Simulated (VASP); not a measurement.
Here is a VASP 6.6.1 calculation.

Contents of INCAR:

```
SYSTEM = WC
PREC = Accurate ; ENCUT = 520
EDIFF = 1E-7 ; ISMEAR = 0
SIGMA = 0.1 ; LREAL = .False.
LASPH = .True. ; NELM = 80
ALGO = Normal ; ISIF = 2
LWAVE = .False. ; LCHARG = .False.
GGA = PE ; NBANDS = 16
```

Contents of KPOINTS:

```
regular mesh
0
Gamma
  12 12 12
  0 0 0
```

The input POSCAR:

```
WC
1.0
    2.9217712149      0.0000000000      0.0000000000
   -1.4608856074      2.5303280961      0.0000000000
    0.0000000000      0.0000000000      2.8470769657
W C
1 1
Direct
    0.0000000000      0.0000000000      0.0000000000
    0.6666666667      0.3333333333      0.5000000000
```

Potentials or basis: VASP PAW PBE potentials, release 64 (W_sv, C).

Run with:

```sh
$ cat potpaw_PBE.64/W_sv/POTCAR potpaw_PBE.64/C/POTCAR > POTCAR
$ mpirun -np 1 vasp_std > vasp.out
```

Problem. What does it give for the pressure?

Solution. 1.1 GPa.

Problem. What does it give for the band gap on the k mesh?

Solution. Zero (bands 9 and 10 overlap by 1.20 eV).

Stress tensor (GPa, compression positive):
```
1.06 0.00 0.00
0.00 1.06 0.00
0.00 0.00 1.22
```

Caveat: spin-orbit coupling is left out, which moves the levels of the heavy elements.
